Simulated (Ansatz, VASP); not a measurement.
# Two plane-wave programs on GaSe4

```
Ga Se
1.0
     3.78608    0.00000    0.00000
    -1.89304    3.27885    0.00000
     0.00000    0.00000    8.85655
Ga Se
1 4
Cartesian
  0.0000 0.0000 0.0000
  0.0000 2.1859 7.3793
  0.0000 2.1859 3.6124
  1.8930 1.0929 1.4773
  1.8930 1.0929 5.2442
```

Change from the starting cell: species swapped into the Co4H type (P-3m1, No. 164).

Alike in both runs: functional PBE; k mesh 5 × 5 × 2; occupations gaussian, width 0.2 eV; no spin polarisation.

Ansatz relaxed the structure, and its values are those at the end. VASP's run is a single point on that final structure, the one shown.

```csv
,VASP,Ansatz
version,VASP 6.6.1,Ansatz 0.2.0
potentials or method,"VASP PAW PBE potentials, release 64 (Ga_d, Se), cutoff 520 eV","scalar-relativistic, plane waves, PAW"
valence electrons in the cell,37,77
```

```tsv
	VASP	Ansatz	Ansatz less VASP
gap on the k mesh at the Fermi level (eV)	none	none	-
pressure (GPa)	0.3	0.2	-0.08
rms of the force components (eV/Å)	0.015	0.009	-0.0058
```

A gap of «none» marks a metal or a gap that the smearing closes. VASP's potentials hold 37 valence electrons a cell and Ansatz's 77, so a difference there can come from the potentials and not from the codes.

The k mesh is coarse, so the values compare programs but aren't converged.
